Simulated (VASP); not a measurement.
Runs of VASP 6.6.1 on CdS (Hawleyite). The structure is that of space group F-43m (No. 216), or close to it. The cells are those of the table. 

| cell | gap on the mesh (eV) | pressure (GPa) |
| --- | --- | --- |
| a = 4.179 Å, angles 60.0°, 2 atoms | 1.06 | 0.8 |
| a = 4.069 Å, angles 60.0°, 2 atoms | 1.24 | 6.2 |
| a = 4.152 Å, angles 60.0°, 2 atoms | (a) | 1.9 |
| a = 4.097 Å, angles 60.0°, 2 atoms | 1.19 | 4.6 |
| a = 4.125 Å, angles 60.0°, 2 atoms | 1.15 | 3.2 |
| a = 4.040 Å, angles 60.0°, 2 atoms | 1.28 | 8.0 |
| a = 4.205 Å, angles 60.0°, 2 atoms | 1.02 | (b) |

Alike in all rows: task single point; level PBE; potentials or basis VASP PAW PBE potentials, release 64 (Cd, S); no spin polarisation; k mesh 6 × 6 × 6; cutoff (eV) 520; smearing gaussian 0.01 eV.

Estimate the missing entries.

(a) 1.10; (b) -0.3.

A k mesh can miss the band edges, and the runs leave out spin-orbit coupling on Cd.
